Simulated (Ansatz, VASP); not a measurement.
## One calculation of Ru, two programs

```
Ru
1.0
     4.10180    0.00000    0.00000
    -2.05090    3.55226    0.00000
     0.00000    0.00000    4.79486
Ru
4
Direct
  0.00000 0.00000 0.25000
  0.00000 0.00000 0.75000
  0.33333 0.66667 0.75000
  0.66667 0.33333 0.25000
```

Alike in both runs: functional r2SCAN; k mesh 6 × 6 × 2; occupations gaussian, width 0.1 eV; no spin polarisation.

Ansatz relaxed the structure, and its values are those at the end. VASP's run is a single point on that final structure, the one shown.

|  | VASP | Ansatz |
| --- | --- | --- |
| version | VASP 6.6.1 | Ansatz 0.2.0 |
| potentials or method | VASP PAW PBE potentials, release 64 (Ru_sv), cutoff 660 eV | scalar-relativistic, plane waves, PAW |
| valence electrons in the cell | 64 | 64 |

```csv
,VASP,Ansatz,Ansatz less VASP
gap on the k mesh at the Fermi level (eV),none,none,-
pressure (GPa),0.0,0.0,-0.02
```

VASP's potentials were made for PBE, not for r2SCAN. A gap of «none» marks a metal or a gap that the smearing closes.

The k mesh is coarse, so the values compare programs but aren't converged.
